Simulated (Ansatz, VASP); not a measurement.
**One calculation of BaF2, two programs**

```
Ba F
1.0
     0.00000    3.09716    3.09716
     3.09716    0.00000    3.09716
     3.09716    3.09716    0.00000
Ba F
1 2
Direct
  0.00000 0.00000 0.00000
  0.75000 0.75000 0.75000
  0.25000 0.25000 0.25000
```

Alike in both runs: task single point; functional r2SCAN; k mesh 8 × 8 × 8; no spin polarisation.

|  | VASP | Ansatz |
| --- | --- | --- |
| version | VASP 6.6.1 | Ansatz 0.2.0 |
| potentials or method | VASP PAW PBE potentials, release 64 (Ba_sv, F) | plane waves, PAW |
| plane-wave cutoff (eV) | 660 | 500 |
| occupations | gaussian, width 0.01 eV | fixed |
| valence electrons in the cell | 24 | 24 |

```tsv
	VASP	Ansatz	Ansatz less VASP
gap on the k mesh at the Fermi level (eV)	7.34	7.41	+0.071
pressure (GPa)	0.9	0.0	-0.89
```

VASP's potentials were made for PBE, not for r2SCAN.

Spin-orbit coupling is off throughout.
